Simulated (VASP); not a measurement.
Write the native input for VASP 6.6.1 that does the following.

```yaml
Task: single point
Functional: PBE
Potentials_or_basis: VASP PAW PBE potentials, release 64 (Sr_sv)
Cutoff: 520 eV
k_mesh: 12 × 12 × 6
Occupations: gaussian, width 0.15 eV
Spin: no spin polarisation
Dipole_correction: no
Further_INCAR_settings: ALGO = Fast; EDIFF = 1e-06; NBANDS = 17
```

The structure of Sr lies in POSCAR:

```
Sr
1.0
    4.6518546753      0.0000000000      0.0000000000
   -2.3259273376      3.6220659055      0.0000000000
    0.0000000000      0.0000000000      6.5223838647
Sr
2
Direct
    0.3333333333      0.6666666667      0.2500000000
    0.6666666667      0.3333333333      0.7500000000
```

This cell differs from its parent crystal: strain +e along x and -e along y +0.0550, strain +e along z and -e/2 along x and y -0.0700.

The input as run:

INCAR

```
  PREC = Accurate
  ENCUT = 520
  EDIFF = 1E-6
  ISMEAR = 0
  SIGMA = 0.15
  LREAL = F
  LASPH = T
  NELM = 100
  ALGO = Fast
  ISIF = 2
  LWAVE = F
  LCHARG = F
  GGA = PE
  NBANDS = 17
```

KPOINTS

```
regular mesh
0
Gamma
  12 12 6
```

Potentials or basis: VASP PAW PBE potentials, release 64 (Sr_sv).

Run with:

```sh
$ cat potpaw_PBE.64/Sr_sv/POTCAR > POTCAR
$ mpirun -np 1 vasp_std > vasp.out
```

Results of the run:

```yaml
Pressure: 0.2 GPa
Largest_force: 0.143 eV/Å
Band_gap_on_the_k_mesh: zero (bands 10 and 11 overlap by 0.22 eV)
```

Caveat: the cell differs from its parent crystal (strain +e along x and -e along y +0.0550, strain +e along z and -e/2 along x and y -0.0700).

Wall time 2.1 min on 1 thread of Intel(R) Xeon(R) 6975P-C (Granite Rapids), on a shared host, peak memory 0.42 GiB.
